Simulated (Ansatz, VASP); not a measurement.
One calculation of GeH4, two programs

File INCAR:

```
SYSTEM = GeH4
  PREC = Accurate
  ENCUT = 410
  EDIFF = 1E-6
  ISMEAR = 0
  SIGMA = 0.005
  LREAL = .FALSE.
  LASPH = .TRUE.
  NELM = 120
  ALGO = Normal
  ISIF = 2
  LWAVE = .FALSE.
  LCHARG = .FALSE.
  GGA = PS
  NBANDS = 17
  GGA_COMPAT = .FALSE.
  NELMDL = -8
```

The input KPOINTS:

```
regular mesh
0
G
  1 1 1
  0 0 0
```

Contents of POSCAR:

```
GeH4
1.0
   12.8008860920      0.0000000000      0.0000000000
    0.0000000000     13.3008860920      0.0000000000
    0.0000000000      0.0000000000     13.8008860920
Ge H
1 4
Direct
    0.5028834600      0.5048254300      0.5007971300
    0.4043882200      0.4687416400      0.4477781800
    0.4778818700      0.5208524400      0.6084536300
    0.5892351000      0.4254650000      0.4907398800
    0.5399697300      0.6042839600      0.4561361000
```

Input for Ansatz:

```yaml
crystal:
  lattice:
    - [12.800886092, 0.0, 0.0]
    - [0.0, 13.300886092, 0.0]
    - [0.0, 0.0, 13.800886092]
  atoms:
    - { symbol: Ge, position: [0.50288346, 0.50482543, 0.50079713] }
    - { symbol: H, position: [0.40438822, 0.46874164, 0.44777818] }
    - { symbol: H, position: [0.47788187, 0.52085244, 0.60845363] }
    - { symbol: H, position: [0.5892351, 0.425465, 0.49073988] }
    - { symbol: H, position: [0.53996973, 0.60428396, 0.4561361] }
hamiltonian:
  xc: pbesol
kpoints:
  mp_grid: { grid: [1, 1, 1] }
scf:
  occupations: { method: gaussian, width: 0.005 }
  max_iter: 140
  lower_state_search: "off"
output:
  forces: true
```

Alike in both runs: task single point; functional PBEsol; k mesh 1 × 1 × 1; occupations gaussian, width 0.005 eV; no spin polarisation.

```csv
,VASP,Ansatz
version,VASP 6.6.1,Ansatz 0.2.0
potentials or method,"VASP PAW PBE potentials, release 64 (Ge_d, H)","scalar-relativistic, plane waves, PAW"
plane-wave cutoff (eV),410,420
valence electrons in the cell,18,18
```

Ansatz gave:

- rms of the force components (eV/Å): 0.031

Question: What did VASP give for the same quantities?

Answer: rms of the force components (eV/Å): 0.041.

VASP's potentials were made for PBE, not for PBEsol. Atom by atom the forces differ by 0.011 eV/Å (rms over components).
